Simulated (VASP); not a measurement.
# Si4Sb (Im-3m) in VASP: notebook, part 2 of 2

VASP 6.6.1. The steps go on from the part before.

## (3) Single point, PBE

The input, INCAR:

```
  ALGO = Normal
  EDIFF = 1E-6
  ENCUT = 520
  GGA = PE
  ISIF = 2
  ISMEAR = 0
  LASPH = True
  LCHARG = False
  LREAL = False
  LWAVE = False
  NBANDS = 18
  NELM = 100
  PREC = Accurate
  SIGMA = 0.1
```

The input, KPOINTS:

```
k-points
0
Gamma
  4 4 4
```

The input, POSCAR:

```
Si4Sb
1.0
   -3.0761883479      3.0761883479      3.0761883479
    3.0761883479     -3.0761883479      3.0761883479
    3.0761883479      3.0761883479     -3.0761883479
Si Sb
4 1
Direct
    0.0000000000      0.0000000000      0.5000000000
    0.0000000000      0.5000000000      0.0000000000
    0.5000000000      0.0000000000      0.0000000000
    0.5000000000      0.5000000000      0.5000000000
    0.0000000000      0.0000000000      0.0000000000
```

Potentials or basis: VASP PAW PBE potentials, release 64 (Si, Sb).

On the command line:

```
cat potpaw_PBE.64/Si/POTCAR potpaw_PBE.64/Sb/POTCAR > POTCAR
mpirun -np 1 vasp_std > vasp.out
```

OUTCAR:

```text
EDIFF = 1E-6
   ENCUT = 520
   GGA = PE
   ISIF = 2
   ISMEAR = 0
   LASPH = True
   LREAL = False
   NELM = 100
   PREC = Accurate

 ion  position               nearest neighbor table
   1  0.000  0.000  0.500-   5 2.66   5 2.66   4 3.08   2 3.08   3 3.08   2 3.08   3 3.08   4 3.08

   2  0.000  0.500  0.000-   5 2.66   5 2.66   4 3.08   1 3.08   3 3.08   1 3.08   4 3.08   3 3.08

   3  0.500  0.000  0.000-   5 2.66   5 2.66   4 3.08   1 3.08   4 3.08   2 3.08   1 3.08   2 3.08

   4  0.500  0.500  0.500-   5 2.66   5 2.66   3 3.08   1 3.08   3 3.08   2 3.08   1 3.08   2 3.08

   5  0.000  0.000  0.000-   1 2.66   2 2.66   3 2.66   4 2.66   1 2.66   2 2.66   3 2.66   4 2.66

  LATTYP: Found a body centered cubic cell.
 ALAT       =     6.1523766958

  Lattice vectors:

 A1 = (  -3.0761883479,   3.0761883479,   3.0761883479)
 A2 = (   3.0761883479,  -3.0761883479,   3.0761883479)
 A3 = (   3.0761883479,   3.0761883479,  -3.0761883479)

Analysis of symmetry for initial positions (statically):
[... 160 lines left out ...]
  energy without entropy =      -19.80114281  energy(sigma->0) =      -19.81850679

 E-fermi :   5.9356     XC(G=0):  -9.4085

 val. band max:        5.9347669705   @ k =   0.5000   0.0000   0.0000
 cond. band min:       5.9729645516   @ k =   0.2500   0.2500   0.0000
 fundamental gap:      0.0381975811
 Fermi energy:         5.9356294792

 k-point     1 :       0.0000    0.0000    0.0000
  band No.  band energies     occupation
      1      -7.1564      2.00000
      2       0.1594      2.00000
      3       0.1594      2.00000
      4       0.1594      2.00000
      5       0.1670      2.00000
      6       0.1670      2.00000
[... 145 lines left out ...]
      5       1.7286      2.00000
      6       1.7286      2.00000
[... 10 lines left out ...]
     17      10.2580      0.00000
     18      11.2706      0.00000

------------------------ aborting loop because EDIFF is reached ----------------------------------------

  FORCE on cell =-STRESS in cart. coord.  units (eV):
  Direction    XX          YY          ZZ          XY          YZ          ZX
  --------------------------------------------------------------------------------------
  -------------------------------------------------------------------------------------
  Total        0.3703014      0.3703014      0.3703014      0.0000000      0.0000000     -0.0000000
  in kB        5.0952696      5.0952696      5.0952696      0.0000000      0.0000000     -0.0000000
  external PRESSURE =       5.0952696 kB  Pullay stress =       0.0000000 kB

 VOLUME and BASIS-vectors are now :
 -----------------------------------------------------------------------------
  energy-cutoff  :      520.00
  volume of cell :      116.44
      direct lattice vectors                 reciprocal lattice vectors
    -3.076188348  3.076188348  3.076188348     0.000000000  0.162538812  0.162538812
     3.076188348 -3.076188348  3.076188348     0.162538812  0.000000000  0.162538812
     3.076188348  3.076188348 -3.076188348     0.162538812  0.162538812  0.000000000

 POSITION                                       TOTAL-FORCE (eV/Angst)
 -----------------------------------------------------------------------------------
      1.53809      1.53809     -1.53809         0.000000      0.000000      0.000000
      1.53809     -1.53809      1.53809         0.000000     -0.000000      0.000000
     -1.53809      1.53809      1.53809        -0.000000     -0.000000      0.000000
      1.53809      1.53809      1.53809         0.000000      0.000000     -0.000000
      0.00000      0.00000      0.00000        -0.000000      0.000000      0.000000
 -----------------------------------------------------------------------------------
    total drift:                                0.000000     -0.000000      0.000000

  FREE ENERGIE OF THE ION-ELECTRON SYSTEM (eV)
  ---------------------------------------------------
  free  energy   TOTEN  =       -19.8358707592 eV

  energy  without entropy=      -19.8011428112  energy(sigma->0) =      -19.81850679
```

OSZICAR:

```text
N       E                     dE             d eps       ncg     rms          rms(c)
DAV:   1     0.465095132911E+02    0.46510E+02   -0.72791E+03   288   0.893E+02
DAV:   2    -0.169969837878E+02   -0.63506E+02   -0.61812E+02   378   0.134E+02
DAV:   3    -0.198572348900E+02   -0.28603E+01   -0.28312E+01   382   0.271E+01
DAV:   4    -0.198904157862E+02   -0.33181E-01   -0.33146E-01   366   0.352E+00
DAV:   5    -0.198909584099E+02   -0.54262E-03   -0.54259E-03   372   0.435E-01    0.526E+00
DAV:   6    -0.198506887753E+02    0.40270E-01   -0.37820E-02   334   0.840E-01    0.308E+00
DAV:   7    -0.198357819919E+02    0.14907E-01   -0.36053E-02   342   0.844E-01    0.187E-01
DAV:   8    -0.198356811599E+02    0.10083E-03   -0.25415E-03   360   0.247E-01    0.129E-01
DAV:   9    -0.198358737298E+02   -0.19257E-03   -0.47685E-04   350   0.118E-01    0.417E-02
DAV:  10    -0.198358707213E+02    0.30085E-05   -0.23303E-05   398   0.262E-02    0.267E-02
DAV:  11    -0.198358707592E+02   -0.37904E-07   -0.98933E-06   330   0.155E-02
   1 F= -.19835871E+02 E0= -.19818507E+02  d E =-.347279E-01
```

Run time: 14 s. Hardware: 1 thread of Intel Xeon Platinum 8488C (Sapphire Rapids), shared host; peak memory 0.23 GiB.

Results:

```
Free energy : -19.8359 eV
Pressure    : 0.5 GPa
```

Levels at points of the mesh, in eV from the Fermi level:
```tsv
k point	band 6	band 7	band 8	band 9	band 10	band 11	band 12	band 13	band 14	band 15
(0.00, 0.00, 0.00)	-5.77	-5.77	-5.48	-2.16	-2.16	-2.16	2.01	2.01	2.84	2.84
(0.50, 0.00, 0.00)	-5.69	-1.58	-1.55	-0.68	-0.64	-0.29	0.00	1.14	1.15	1.63
(0.50, 0.50, 0.50)	-4.21	-3.09	-1.18	-1.18	-1.18	0.67	0.67	0.67	3.15	4.32
```

Caveat: the k points lie up to 0.36 Å⁻¹ apart; spin-orbit coupling is left out, which moves the levels of the heavy elements.

## (4) Relaxation of cell and atoms, PBE

This run uses another cell than the first one, of 18.57 Å³/atom, 0.797 times its volume.

The input, INCAR:

```
  ALGO = Normal
  EDIFF = 1E-7
  EDIFFG = -0.04
  ENCUT = 600
  GGA = PE
  IBRION = 2
  ISIF = 3
  ISMEAR = 0
  LASPH = T
  LCHARG = F
  LREAL = F
  LWAVE = F
  NELM = 100
  NSW = 90
  PREC = Accurate
  SIGMA = 0.1
```

KPOINTS is that of step 3.

Changes to POSCAR since step 3:

```diff
@@ -2,5 +2,5 @@
 1.0
-   -3.0761883479      3.0761883479      3.0761883479
-    3.0761883479     -3.0761883479      3.0761883479
-    3.0761883479      3.0761883479     -3.0761883479
+   -2.8524237200      2.8524237200      2.8524237200
+    2.8524237200     -2.8524237200      2.8524237200
+    2.8524237200      2.8524237200     -2.8524237200
 Si Sb
```

On the command line:

```
cat potpaw_PBE.64/Si/POTCAR potpaw_PBE.64/Sb/POTCAR > POTCAR
mpirun -np 1 vasp_std > vasp.out
```

Wall time 40 s (1 thread of Intel Xeon Platinum 8488C (Sapphire Rapids), shared host); peak memory 0.24 GiB.

Results (log left out):

| Property | Result |
| --- | --- |
| Free energy | -19.8365 eV |
| Relaxed volume | 23.55 Å³/atom |
| Relaxed cell | a = 5.348 Å, b = 5.348 Å, c = 5.348 Å, α = 109.47°, β = 109.47°, γ = 109.47° |
| Space group after relaxing (to 0.05 Å) | Im-3m (No. 229) |
| Energy gained by relaxing | 271.8 meV/atom |
| Ionic steps | 3 |
| Pressure after relaxing | -0.1 GPa |

The path:
```
step  energy change (eV)  largest force (eV/Å)  pressure (GPa)  volume (Å³)
   1              0.0000                0.0000           21.38        92.83
   2             -1.1901                0.0000           -3.84       130.25
   3             -1.3588                0.0000           -0.07       117.75
```

Final structure:
```
CELL_PARAMETERS angstrom
-3.08766 3.08766 3.08766
3.08766 -3.08766 3.08766
3.08766 3.08766 -3.08766
ATOMIC_POSITIONS crystal
Si 0.00000 0.00000 0.50000
Si 0.00000 0.50000 0.00000
Si 0.50000 0.00000 0.00000
Si 0.50000 0.50000 0.50000
Sb 0.00000 0.00000 0.00000
```

Levels at points of the mesh, in eV from the Fermi level:
```tsv
k point	band 8	band 9	band 10	band 11	band 12	band 13
(0.00, 0.00, 0.00)	-5.48	-2.13	-2.13	-2.13	2.05	2.05
(0.50, 0.00, 0.00)	-1.52	-0.67	-0.65	-0.27	0.01	1.12
(0.50, 0.50, 0.50)	-1.17	-1.17	-1.17	0.67	0.67	0.67
```

Caveat: the k points lie up to 0.36 Å⁻¹ apart in the final cell; the volume moved by over 15 % at a fixed basis, so the end points are rough; spin-orbit coupling is left out, which moves the levels of the heavy elements.

## (5) Overview

```tsv
task	cell	k mesh	cutoff (eV)	gap on the mesh (eV)	pressure (GPa)	relaxed volume (Å³/atom)
relaxation of cell and atoms	relaxed from a = 5.328 Å, angles 109.5°, 5 atoms	10 × 10 × 10	600	none	0.0	23.62
single point	a = 5.328 Å, angles 109.5°, 5 atoms	4 × 4 × 4	520	none	0.5	-
relaxation of cell and atoms	relaxed from a = 4.941 Å, angles 109.5°, 5 atoms	4 × 4 × 4	600	none	-0.1	23.55
```

Alike in all rows: level PBE; potentials or basis VASP PAW PBE potentials, release 64 (Si, Sb); no spin polarisation; smearing gaussian 0.1 eV.

Caveats: some runs use coarse meshes; spin-orbit coupling is left out, which moves the levels of the heavy elements; the volume moved by over 15 % at a fixed basis, so the end points are rough (some runs).

Total energies depend on the potentials used, so only differences within one code and one set of settings carry meaning.
